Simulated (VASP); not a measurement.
Crystal: BN.

```xyz
4
Lattice="2.6707 0.0000 0.0000 -1.3354 2.1550 0.0000 0.0000 0.0000 7.2098" Properties=species:S:1:pos:R:3 pbc="T T T"
B     0.0000    1.4367    1.8024
B     1.3354    0.7183    5.4073
N     0.0000    1.4367    5.4073
N     1.3354    0.7183    1.8024
```

This cell differs from its parent crystal: normal strain along x +0.0733, normal strain along z +0.1100.

```yaml
Program: VASP 6.6.1
Task: relaxation of the atoms
Functional: LDA
Potentials_or_basis: VASP PAW LDA potentials, release 64 (B, N)
Cutoff: 520 eV
k_mesh: 12 × 12 × 4
Occupations: gaussian, width 0.05 eV
Spin: no spin polarisation
```

At the start: pressure -20.0 GPa; volume 10.37 Å³/atom.

Task: Where does the relaxation end?

Result: Over 3 steps the energy falls by 2.1 meV/atom; space group Cmcm (No. 63, to 0.1 Å) before and after.

The path:
```tsv
step	energy change (eV)	largest force (eV/Å)	pressure (GPa)
1	0.0000	0.5588	-19.98
2	0.0407	1.2566	-21.12
3	-0.0085	0.0031	-20.48
```

Final structure:
```
B N
1.0
     2.67075    0.00000    0.00000
    -1.33537    2.15498    0.00000
     0.00000    0.00000    7.20975
B N
2 2
Cartesian
  0.0000 1.4290 1.8024
  1.3354 0.7260 5.4073
  0.0000 1.4289 5.4073
  1.3354 0.7261 1.8024
```

Caveat: the cell differs from its parent crystal (normal strain along x +0.0733, normal strain along z +0.1100).
